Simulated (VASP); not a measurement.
The system is MgZn4O.

```
CELL_PARAMETERS angstrom
2.54102 -4.10470 0.00000
2.54102 4.10470 0.00000
0.00000 0.00000 3.96756
ATOMIC_POSITIONS crystal
Mg 0.00000 0.00000 0.00000
Zn 0.34092 0.65908 0.00000
Zn 0.65908 0.34092 0.00000
Zn 0.50000 0.00000 0.50000
Zn 0.00000 0.50000 0.50000
O 0.50000 0.50000 0.50000
```

The cell was built from a structure type or drawn by symmetry, and may not be a known phase.

- Program: VASP 6.6.1
- Task: relaxation of cell and atoms
- Functional: PBE
- Potentials or basis: VASP PAW PBE potentials, release 64 (Mg, Zn, O)
- Cutoff: 600 eV
- k mesh: 4 × 4 × 4
- Occupations: gaussian, width 0.2 eV
- Spin: no spin polarisation

At the start: pressure 9.7 GPa; volume 13.79 Å³/atom.

Where does the relaxation end?

Over 7 steps the energy falls by 54.5 meV/atom and the volume is 15.18 Å³/atom (+10.1 %); space group Cmmm (No. 65, to 0.1 Å) before and after.

Step by step:
```tsv
step	energy change (eV)	largest force (eV/Å)	pressure (GPa)	volume (Å³)
1	0.0000	0.0013	9.74	82.76
2	-0.2852	0.0378	-1.58	93.19
3	-0.2891	0.0372	-0.56	91.92
4	-0.3088	0.0630	-0.31	91.51
5	-0.3249	0.1028	0.20	90.80
6	-0.3253	0.1096	0.29	90.66
7	-0.3272	0.0588	-0.06	91.09
```

Final structure:
```
Mg Zn O
1.0
     2.65287   -4.02593    0.00000
     2.65287    4.02593    0.00000
     0.00000    0.00000    4.26444
Mg Zn O
1 4 1
Direct
  0.00000 0.00000 0.00000
  0.33936 0.66064 0.00000
  0.66064 0.33936 0.00000
  0.50000 0.00000 0.50000
  0.00000 0.50000 0.50000
  0.50000 0.50000 0.50000
```

Caveat: the k points lie up to 0.37 Å⁻¹ apart in the final cell, too coarse for converged energies and pressures of a metal; the relaxation stopped at a loose force limit of 0.08 eV/Å, so its end isn't a converged minimum.
